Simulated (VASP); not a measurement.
# CdS (Greenockite) in VASP: a series of runs

CdS (Greenockite) is run at these levels: r2SCAN, PBE, LDA; tasks: single point.

Everything below comes from runs of VASP 6.6.1. Logs are shortened: lines on timing, memory, paths and dates and some standing lists are left out, and cuts for length are marked.

**1. The cell of the first run**

The typed cell holds 4 atoms: a = 4.150 Å, b = 4.150 Å, c = 6.737 Å, α = 90.00°, β = 90.00°, γ = 120.00°.

**2. Single point, r2SCAN, collinear spin, ferromagnetic start**

Input file POSCAR:

```
CdS
1.0
    4.1500000000      0.0000000000      0.0000000000
   -2.0750000000      3.5940054257      0.0000000000
    0.0000000000      0.0000000000      6.7370000000
Cd S
2 2
Direct
    0.6686308203      0.3363313211      0.4972506465
    0.3362122173      0.6704944717     -0.0027530974
    0.6694974298      0.3371108577      0.8744524397
    0.3353325326      0.6697143495      0.3744510111
```

Input file INCAR.step1:

```
SYSTEM = CdS
ALGO = Normal
EDIFF = 1E-4
ENCUT = 520
GGA = PE
ISMEAR = 1
ISPIN = 2
LASPH = .TRUE.
LCHARG = .FALSE.
LREAL = .FALSE.
LWAVE = .TRUE.
MAGMOM = 0.5 0.5 0 0
NBANDS = 30
NELM = 150
PREC = Accurate
SIGMA = 0.05
```

Input file INCAR.step2:

```
SYSTEM = CdS
ALGO = Normal
EDIFF = 1E-7
ENCUT = 520
ISIF = 2
ISMEAR = 1
ISPIN = 2
ISTART = 1
LASPH = .TRUE.
LCHARG = .FALSE.
LMIXTAU = .TRUE.
LORBIT = 11
LREAL = .FALSE.
LWAVE = .FALSE.
MAGMOM = 0.5 0.5 0 0
METAGGA = R2SCAN
NBANDS = 30
NELM = 150
PREC = Accurate
SIGMA = 0.05
```

Input file KPOINTS:

```
k-points
0
G
  5 5 3
  0 0 0
```

Potentials or basis: VASP PAW PBE potentials, release 64 (Cd, S).

Run with:

```sh
$ cat potpaw_PBE.64/Cd/POTCAR potpaw_PBE.64/S/POTCAR > POTCAR
$ cp INCAR.step1 INCAR
$ mpirun -np 1 vasp_std > vasp.out
$ cp INCAR.step2 INCAR
$ mpirun -np 1 vasp_std > vasp.out
```

OUTCAR:

```text
SYSTEM = CdS
   EDIFF = 1E-7
   ENCUT = 520
   ISIF = 2
   ISMEAR = 1
   ISPIN = 2
   ISTART = 1
   LASPH = .TRUE.
   LORBIT = 11
   LREAL = .FALSE.
   METAGGA = R2SCAN
   NELM = 150
   PREC = Accurate

 ion  position               nearest neighbor table
   1  0.669  0.336  0.497-   4 2.53   4 2.53   4 2.53   3 2.54
   2  0.336  0.670  0.997-   3 2.53   3 2.53   3 2.53   4 2.54
   3  0.669  0.337  0.874-   2 2.53   2 2.53   2 2.53   1 2.54
   4  0.335  0.670  0.374-   1 2.53   1 2.53   1 2.53   2 2.54

  LATTYP: Found a hexagonal cell.
 ALAT       =     4.1500000000
 C/A-ratio  =     1.6233734940

  Lattice vectors:

 A1 = (   4.1500000000,   0.0000000000,   0.0000000000)
 A2 = (  -2.0750000000,   3.5940054257,   0.0000000000)
 A3 = (   0.0000000000,   0.0000000000,   6.7370000000)

Analysis of symmetry for initial positions (statically):
=====================================================================
 Subroutine PRICEL returns:
 Original cell was already a primitive cell.

 Routine SETGRP: Setting up the symmetry group for a
 hexagonal supercell.

 Subroutine GETGRP returns: Found  1 space group operations
 (whereof  1 operations were pure point group operations)
 out of a pool of 24 trial point group operations.

The static configuration has the point symmetry C_1 .

Analysis of symmetry for dynamics (positions and initial velocities):
=====================================================================
 Subroutine PRICEL returns:
 Original cell was already a primitive cell.

 Routine SETGRP: Setting up the symmetry group for a
 hexagonal supercell.

 Subroutine GETGRP returns: Found  1 space group operations
 (whereof  1 operations were pure point group operations)
 out of a pool of 24 trial point group operations.

The dynamic configuration has the point symmetry C_1 .

Analysis of structural, dynamic, and magnetic symmetry:
=====================================================================
 Subroutine PRICEL returns:
 Original cell was already a primitive cell.

 Routine SETGRP: Setting up the symmetry group for a
 hexagonal supercell.

 Subroutine GETGRP returns: Found  1 space group operations
 (whereof  1 operations were pure point group operations)
 out of a pool of 24 trial point group operations.

The overall configuration has the point symmetry C_1 .

 Subroutine INISYM returns: Found  1 space group operations
 (whereof  1 operations are pure point group operations),
 and found     1 'primitive' translations

----------------------------------------------------------------------------------------

                                     Primitive cell

  volume of cell :     100.4832

  direct lattice vectors                    reciprocal lattice vectors
     4.150000000  0.000000000  0.000000000     0.240963855  0.139120547  0.000000000
    -2.075000000  3.594005426  0.000000000     0.000000000  0.278241094  0.000000000
     0.000000000  0.000000000  6.737000000     0.000000000  0.000000000  0.148434021

  length of vectors
     4.150000000  4.150000000  6.737000000     0.278241094  0.278241094  0.148434021

  position of ions in fractional coordinates (direct lattice)
     0.668630820  0.336331321  0.497250646
     0.336212217  0.670494472  0.997246903
     0.669497430  0.337110858  0.874452440
     0.335332533  0.669714349  0.374451011

  ion indices of the primitive-cell ions
   primitive index   ion index
                 1           1
                 2           2
                 3           3
                 4           4

----------------------------------------------------------------------------------------

 KPOINTS: k-points

Automatic generation of k-mesh.
 Grid dimensions read from file:
 generate k-points for:    5    5    3

 Generating k-lattice:

  Cartesian coordinates                     Fractional coordinates (reciprocal lattice)
     0.048192771  0.027824109  0.000000000     0.200000000  0.000000000  0.000000000
     0.000000000  0.055648219  0.000000000     0.000000000  0.200000000  0.000000000
     0.000000000  0.000000000  0.049478007     0.000000000  0.000000000  0.333333333

  Length of vectors
     0.055648219  0.055648219  0.049478007

  Shift w.r.t. Gamma in fractional coordinates (k-lattice)
     0.000000000  0.000000000  0.000000000

 Subroutine IBZKPT returns following result:
 ===========================================

 Found     38 irreducible k-points:

 Following reciprocal coordinates:
            Coordinates               Weight
  0.000000  0.000000  0.000000      1.000000
  0.200000 -0.000000  0.000000      2.000000
  0.000000  0.200000  0.000000      2.000000
 -0.200000  0.200000  0.000000      2.000000
  0.400000 -0.000000  0.000000      2.000000
  0.000000  0.400000  0.000000      2.000000
[... 16 lines left out ...]
 -0.400000  0.400000  0.333333      2.000000
 -0.400000  0.000000  0.333333      2.000000
 [... further k-points ...]
   k-points           NKPTS =     38   k-points in BZ     NKDIM =     38   number of bands    NBANDS=     30
   number of dos      NEDOS =    301   number of ions     NIONS =      4
   total plane-waves  NPLWV =  51200
   dimension x,y,z NGX =    32 NGY =   32 NGZ =   50
   dimension x,y,z NGXF=    64 NGYF=   64 NGZF=  100
   ions per type =               2   2
   NGX,Y,Z   is equivalent  to a cutoff of  12.82, 12.82, 12.34 a.u.
   NGXF,Y,Z  is equivalent  to a cutoff of  25.64, 25.64, 24.68 a.u.
 SYSTEM =  CdS
   PREC   = accura    normal or accurate (medium, high low for compatibility)
   ISTART =      1    job   : 0-new  1-cont  2-samecut
   ICHARG =      0    charge: 1-file 2-atom 10-const
   ISPIN  =      2    spin polarized calculation?
   LNONCOLLINEAR =      F non collinear calculations
   LSORBIT =      F    spin-orbit coupling
   LASPH  =      T    aspherical Exc in radial PAW
   ENCUT  =  520.0 eV  38.22 Ry    6.18 a.u.   7.72  7.72 12.53*2*pi/ulx,y,z
   NELM   =    150;   NELMIN=  2; NELMDL=  0     # of ELM steps
   EDIFF  = 0.1E-06   stopping-criterion for ELM
   LREAL  =      F    real-space projection
   EDIFFG = 0.1E-05   stopping-criterion for IOM
   NSW    =      0    number of steps for IOM
   IBRION =     -1    ionic relax: 0-MD 1-quasi-New 2-CG
   NFREE  =      0    steps in history (QN), initial steepest desc. (CG)
   ISIF   =      2    stress and relaxation
   ISYM   =      2    0-nonsym 1-usesym 2-fastsym
   POTIM  = 0.5000    time-step for ionic-motion
   TEBEG  =    0.0;   TEEND  =   0.0 temperature during run
   PSTRESS=    0.0 pullay stress
   NELECT =      36.0000    total number of electrons
   NUPDOWN=      -1.0000    fix difference up-down
   EMIN   =  10.00;   EMAX   =-10.00  energy-range for DOS
   EFERMI =   0.00;   METHOD = LEGACY
   ISMEAR =     1;   SIGMA  =   0.05  broadening in eV -4-tet -1-fermi 0-gaus
   EFERMI_NEDOS =   21; number of points for ismear=-14 and -15
   IALGO  =     38    algorithm
   IMIX   =      4    mixing-type and parameters
     AMIX     =   0.40;   BMIX     =  1.00
     AMIX_MAG =   1.60;   BMIX_MAG =  1.00
  volume/ion in A,a.u.               =      25.12       169.52
  Fermi-wavevector in a.u.,A,eV,Ry     =   1.162727  2.197236 18.394190  1.351935
  Thomas-Fermi vector in A             =   2.299285
   LORBIT       =     11    0 simple, 1 ext, 2 COOP (PROOUT), +10 PAW based schemes
   METAGGA = R2SCAN    functional components
   LHFCALC =     F    Hartree Fock is set to
   AEXX    =    0.0000 exact exchange contribution
   IVDW    =     0    specifies the selected vdW correction
   LEPSILON=     F    determine dielectric tensor
   LRPA    =     F    only Hartree local field effects (RPA)
 spin polarized calculation
 Methfessel and Paxton  Order N= 1 SIGMA  =   0.05
  energy-cutoff  :      520.00
  volume of cell :      100.48
 maximum number of plane-waves:      2731
   NGX = 15   NGY = 15   NGZ = 25

 number of electron      36.0000002 magnetization       0.0000001

 number of electron      36.0000002 magnetization      -0.0000000

 Free energy of the ion-electron system (eV)
  ---------------------------------------------------
  ext. energy  EPLUGINS =         0.00000000
  ---------------------------------------------------
  free energy    TOTEN  =       -59.37018686 eV

  energy without entropy =      -59.37030222  energy(sigma->0) =      -59.37022531

 E-fermi :   0.9805     XC(G=0):  -9.6637

 val. band max:        0.9413056546   @ k =   0.0000   0.0000   0.0000
 cond. band min:       2.5963933877   @ k =   0.0000   0.0000   0.0000
 fundamental gap:      1.6550877331
 Fermi energy:         0.9804518059

 spin component 1

 k-point     1 :       0.0000    0.0000    0.0000
  band No.  band energies     occupation
      1     -11.8558      1.00000
      2     -11.4310      1.00000
      3      -6.9577      1.00000
      4      -6.9543      1.00000
      5      -6.9537      1.00000
      6      -6.8653      1.00000
[... 22 lines left out ...]
     29      11.9031      0.00000
     30      13.0503      0.00000

 k-point     2 :       0.2000   -0.0000    0.0000
  band No.  band energies     occupation
      1     -11.7259      1.00000
      2     -11.3766      1.00000
      3      -6.9140      1.00000
      4      -6.9019      1.00000
      5      -6.8424      1.00000
      6      -6.7905      1.00000
[... 22 lines left out ...]
     29      13.1309      0.00000
     30      14.0070      0.00000

 k-point     3 :       0.0000    0.2000    0.0000
  band No.  band energies     occupation
      1     -11.7259      1.00000
      2     -11.3765      1.00000
      3      -6.9143      1.00000
      4      -6.9013      1.00000
      5      -6.8428      1.00000
      6      -6.7900      1.00000
[... 682 lines left out ...]
     29      13.2070      0.00000
     30      13.9390      0.00000

 k-point    24 :      -0.4000    0.0000    0.3333
  band No.  band energies     occupation
      1     -11.4389      1.00000
      2     -11.3490      1.00000
      3      -6.8480      1.00000
      4      -6.7958      1.00000
      5      -6.7614      1.00000
      6      -6.7069      1.00000
[... 22 lines left out ...]
     29      13.2073      0.00000
     30      13.9392      0.00000

 [... further k-points ...]

 spin component 2

 k-point     1 :       0.0000    0.0000    0.0000
  band No.  band energies     occupation
      1     -11.8558      1.00000
      2     -11.4310      1.00000
      3      -6.9577      1.00000
      4      -6.9543      1.00000
      5      -6.9537      1.00000
      6      -6.8653      1.00000
[... 22 lines left out ...]
     29      11.9031      0.00000
     30      13.0519      0.00000

 k-point     2 :       0.2000   -0.0000    0.0000
  band No.  band energies     occupation
      1     -11.7259      1.00000
      2     -11.3766      1.00000
      3      -6.9140      1.00000
      4      -6.9019      1.00000
      5      -6.8424      1.00000
      6      -6.7905      1.00000
[... 22 lines left out ...]
     29      13.1309      0.00000
     30      14.0070      0.00000

 k-point     3 :       0.0000    0.2000    0.0000
  band No.  band energies     occupation
      1     -11.7259      1.00000
      2     -11.3765      1.00000
      3      -6.9143      1.00000
      4      -6.9013      1.00000
      5      -6.8428      1.00000
      6      -6.7900      1.00000
[... 682 lines left out ...]
     29      13.2070      0.00000
     30      13.9390      0.00000

 k-point    24 :      -0.4000    0.0000    0.3333
  band No.  band energies     occupation
      1     -11.4389      1.00000
      2     -11.3490      1.00000
      3      -6.8480      1.00000
      4      -6.7958      1.00000
      5      -6.7614      1.00000
      6      -6.7069      1.00000
[... 22 lines left out ...]
     29      13.2073      0.00000
     30      13.9392      0.00000

 [... further k-points ...]

------------------------ aborting loop because EDIFF is reached ----------------------------------------

  FORCE on cell =-STRESS in cart. coord.  units (eV):
  Direction    XX          YY          ZZ          XY          YZ          ZX
  --------------------------------------------------------------------------------------
  -------------------------------------------------------------------------------------
  Total        0.6475467      0.6448257      0.6463266      0.0015849      0.0000714     -0.0001878
  in kB       10.3249588     10.2815723     10.3055046      0.0252703      0.0011378     -0.0029937
  external PRESSURE =      10.3040119 kB  Pullay stress =       0.0000000 kB

 VOLUME and BASIS-vectors are now :
 -----------------------------------------------------------------------------
  energy-cutoff  :      520.00
  volume of cell :      100.48
      direct lattice vectors                 reciprocal lattice vectors
     4.150000000  0.000000000  0.000000000     0.240963855  0.139120547  0.000000000
    -2.075000000  3.594005426  0.000000000     0.000000000  0.278241094  0.000000000
     0.000000000  0.000000000  6.737000000     0.000000000  0.000000000  0.148434021

 POSITION                                       TOTAL-FORCE (eV/Angst)
 -----------------------------------------------------------------------------------
      2.07693      1.20878      3.34998         0.000078      0.000858      0.004437
      0.00400      2.40976      6.71845        -0.000327     -0.000766      0.004697
      2.07891      1.21158      5.89119        -0.000586     -0.000612     -0.004580
      0.00197      2.40696      2.52268         0.000834      0.000519     -0.004554
 -----------------------------------------------------------------------------------
    total drift:                                0.000005     -0.000202     -0.005745

  FREE ENERGIE OF THE ION-ELECTRON SYSTEM (eV)
  ---------------------------------------------------
  free  energy   TOTEN  =       -59.3701868576 eV

  energy  without entropy=      -59.3703022231  energy(sigma->0) =      -59.37022531

 total charge

# of ion       s       p       d       tot
------------------------------------------
    1        0.402   0.313   9.582  10.297
    2        0.402   0.313   9.582  10.297
    3        1.310   2.431   0.000   3.741
    4        1.310   2.431   0.000   3.741
--------------------------------------------------
tot          3.423   5.487  19.165  28.076

 magnetization (x)

# of ion       s       p       d       tot
------------------------------------------
    1        0.000   0.000  -0.000  -0.000
    2        0.000   0.000  -0.000  -0.000
    3       -0.000  -0.000   0.000  -0.000
    4       -0.000  -0.000   0.000  -0.000
--------------------------------------------------
tot         -0.000  -0.000  -0.000  -0.000
```

It took 9.5 min on 1 thread of Intel Xeon Platinum 8259CL at 2.50GHz (Skylake/Cascade Lake), shared host; peak memory 0.37 GiB.

What came out:

```yaml
Free_energy: -59.3702 eV
Pressure: 1.0 GPa
Largest_force: 0.005 eV/Å
Band_gap_on_the_k_mesh: 1.66 eV, direct
Net_moment: 0.00 μB per cell
Valence_electrons_inside_the_program's_atomic_spheres: Cd 10.30; S 3.74
```

Forces in eV/Å, atoms in the order of the input:
```
Cd   0.000  0.001  0.004
Cd   0.000 -0.001  0.005
S   -0.001 -0.001 -0.005
S    0.001  0.001 -0.005
```

Caveat: the PAW data sets were made with another functional, which shifts forces and pressure a little. r2SCAN opens gaps a little over a GGA but as a rule still falls short of measured ones.

**3. Single point, PBE**

Input file INCAR:

```
ALGO     = Normal         # electronic algorithm
EDIFF    = 1E-7           # SCF threshold, eV
ENCUT    = 520            # plane-wave cutoff, eV
GGA      = PE             # functional
ISIF     = 2              # what is computed and relaxed
ISMEAR   = -1             # smearing method
LASPH    = T              # aspherical terms in the spheres
LCHARG   = F              # write CHGCAR
LREAL    = F              # projectors in reciprocal space
LWAVE    = F              # write WAVECAR
NBANDS   = 26             # bands
NELM     = 100            # most SCF steps
PREC     = Accurate       # precision mode
SIGMA    = 0.02           # smearing width, eV
```

Input file KPOINTS:

```
k-points
0
Gamma
  4 4 2
```

Input file POSCAR:

```
CdS
1.0
    4.1500000000      0.0000000000      0.0000000000
   -2.0750000000      3.5940054257      0.0000000000
    0.0000000000      0.0000000000      6.7370000000
Cd S
2 2
Direct
    0.6666666667      0.3333333333      0.5000000000
    0.3333333333      0.6666666667      0.0000000000
    0.6666666667      0.3333333333      0.8750000000
    0.3333333333      0.6666666667      0.3750000000
```

Potentials or basis: VASP PAW PBE potentials, release 64 (Cd, S).

Run with:

```sh
$ cat potpaw_PBE.64/Cd/POTCAR potpaw_PBE.64/S/POTCAR > POTCAR
$ mpirun -np 1 vasp_std > vasp.out
```

Run time: 9.8 s. Hardware: 1 thread of Intel Xeon 6975P-C (Granite Rapids), shared host; peak memory 0.21 GiB.

Results (log left out):

```yaml
Free_energy: -12.2332 eV
Pressure: 2.5 GPa
Largest_force: 0.056 eV/Å
Band_gap_on_the_k_mesh: 1.19 eV, direct
```

Forces on the atoms (eV/Å):
```
Cd   0.000  0.000 -0.056
Cd   0.000  0.000 -0.056
S    0.000  0.000  0.056
S    0.000  0.000  0.056
```

Stress tensor (GPa, compression positive):
```
2.33 0.00 0.00
0.00 2.33 0.00
0.00 0.00 2.75
```

Levels at points of the mesh, in eV from the valence-band top:
```csv
k point,band 16,band 17,band 18,band 19,band 20,band 21
"(0.00, 0.00, 0.00)",-0.04,0.00,0.00,1.19,2.78,6.47
"(0.50, 0.00, 0.00)",-1.85,-1.29,-0.73,3.71,3.88,5.11
"(0.00, 0.00, 0.50)",-0.39,-0.39,-0.39,2.84,2.84,6.19
"(0.50, 0.00, 0.50)",-1.32,-1.31,-1.31,3.47,3.47,5.38
```

Caveat: the k points lie up to 0.47 Å⁻¹ apart.

[end of part 1 of 2]
